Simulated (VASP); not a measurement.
Wanted: the native input for a VASP 6.6.1 run.

* Task: single point
* Functional: PBE
* Potentials or basis: VASP PAW PBE potentials, release 64 (Mg, Sb, Bi_d)
* Cutoff: 520 eV
* k mesh: 8 × 8 × 6
* Occupations: gaussian, width 0.1 eV
* Spin: no spin polarisation
* Dipole correction: no
* Further INCAR settings: ALGO = Fast; EDIFF = 1e-06; NBANDS = 21

The structure of Mg3BiSb lies in POSCAR:

```
Mg3BiSb
1.0
    4.6032775582      0.0000000000      0.0000000000
    0.0000000000      4.6032775582      0.0000000000
    0.0000000000      0.0000000000      6.9960707632
Mg Sb Bi
3 1 1
Direct
    0.5000000000      0.5000000000      0.0101343833
    0.0000000000      0.5000000000      0.3810165403
    0.5000000000      0.0000000000      0.3810165403
    0.5000000000      0.5000000000      0.6100891965
    0.0000000000      0.0000000000      0.0777433395
```

These files were run (other wordings do the same):

INCAR

```
PREC = Accurate
ENCUT = 520
EDIFF = 1E-6
ISMEAR = 0
SIGMA = 0.1
LREAL = F
LASPH = T
NELM = 100
ALGO = Fast
ISIF = 2
LWAVE = F
LCHARG = F
GGA = PE
NBANDS = 21
```

KPOINTS

```
Automatic mesh
0
Gamma
  8 8 6
```

Potentials or basis: VASP PAW PBE potentials, release 64 (Mg, Sb, Bi_d).

Launch:

```console
$ cat potpaw_PBE.64/Mg/POTCAR potpaw_PBE.64/Sb/POTCAR potpaw_PBE.64/Bi_d/POTCAR > POTCAR
$ mpirun -np 1 vasp_std > vasp.out
```

Results of the run:

```yaml
Pressure: 0.0 GPa
Largest_force: 0.023 eV/Å
Band_gap_on_the_k_mesh: zero (bands 13 and 14 overlap by 1.30 eV)
```

Caveat: spin-orbit coupling is left out, which moves the levels of the heavy elements.

It took 3.1 min on 1 thread of Intel(R) Xeon(R) Platinum 8259CL CPU @ 2.50GHz (Skylake/Cascade Lake) (shared host), peak memory 0.39 GiB.
